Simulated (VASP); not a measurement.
Wanted: the native input for a VASP 6.6.1 run.

| Quantity | Value |
| --- | --- |
| Task | single point |
| Functional | LDA |
| Potentials or basis | VASP PAW LDA potentials, release 64 (Hf_pv) |
| Cutoff | 520 eV |
| k mesh | 15 × 15 × 8 |
| Occupations | fermi-dirac, width 0.08 eV |
| Spin | no spin polarisation |
| Dipole correction | no |
| Further INCAR settings | ALGO = Normal; EDIFF = 1e-06; NBANDS = 17 |

The structure of Hf lies in POSCAR:

```
Hf
1.0
    2.3145087330      0.0000000000      0.0000000000
   -1.1572543665      2.0044233601      0.0000000000
    0.0000000000      0.0000000000      4.0407957324
Hf
2
Direct
    0.3333333333      0.6666666667      0.2500000000
    0.6666666667      0.3333333333      0.7500000000
```

One way to write it, as run:

INCAR

```
SYSTEM = Hf
PREC     = Accurate       ! precision mode
ENCUT    = 520            ! plane-wave cutoff, eV
EDIFF    = 1E-6           ! SCF threshold, eV
ISMEAR   = -1             ! smearing method
SIGMA    = 0.08           ! smearing width, eV
LREAL    = .False.        ! projectors in reciprocal space
LASPH    = .True.         ! aspherical terms in the spheres
NELM     = 60             ! most SCF steps
ALGO     = Normal         ! electronic algorithm
ISIF     = 2              ! what is computed and relaxed
LWAVE    = .False.        ! write WAVECAR
LCHARG   = .False.        ! write CHGCAR
NBANDS   = 17             ! bands
```

KPOINTS

```
regular mesh
0
Gamma
  15 15 8
  0 0 0
```

Potentials or basis: VASP PAW LDA potentials, release 64 (Hf_pv).

Run with:

```console
$ cat potpaw_LDA.64/Hf_pv/POTCAR > POTCAR
$ mpirun -np 1 vasp_std > vasp.out
```

It gave:

| Property | Result |
| --- | --- |
| Pressure | 396.2 GPa |
| Band gap on the k mesh | zero (bands 10 and 11 overlap by 2.00 eV) |

Caveat: the cell stands under pressure; spin-orbit coupling is left out, which moves the levels of the heavy elements.

It took 45 s on 1 thread of Intel Xeon 8259CL, with other jobs on the host, peak memory 0.15 GiB.
